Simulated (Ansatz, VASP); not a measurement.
**MoSe: VASP beside Ansatz**

```
Mo Se
1.0
     0.00000    2.84007    2.84007
     2.84007    0.00000    2.84007
     2.84007    2.84007    0.00000
Mo Se
1 1
Cartesian
  0.0000 0.0000 0.0000
  1.4200 1.4200 1.4200
```

Alike in both runs: functional PBE; k mesh 6 × 6 × 6; occupations gaussian, width 0.1 eV; collinear spin.

Ansatz relaxed the structure, and its values are those at the end. VASP's run is a single point on that final structure, the one shown.

|  | VASP | Ansatz |
| --- | --- | --- |
| version | VASP 6.6.1 | Ansatz 0.2.0 |
| potentials or method | VASP PAW PBE potentials, release 64 (Mo_sv, Se), cutoff 520 eV | scalar-relativistic, plane waves, PAW |
| valence electrons in the cell | 20 | 30 |

VASP gave:

| Property | Result |
| --- | --- |
| gap on the k mesh at the Fermi level (eV) | none |
| pressure (GPa) | 0.2 |
| net moment per atom (μB) | 0.60 |
| size of the moment on the site where the two differ most (μB) | 1.05 |

Q: What did Ansatz give for the same quantities?

A: gap on the k mesh at the Fermi level (eV): none; pressure (GPa): 0.0; net moment per atom (μB): 0.60; size of the moment on the site where the two differ most (μB): 0.84.

Site moments also hang on the region over which each program counts them. A gap of «none» marks a metal or a gap that the smearing closes. VASP's potentials hold 20 valence electrons a cell and Ansatz's 30, so a difference there can come from the potentials and not from the codes.
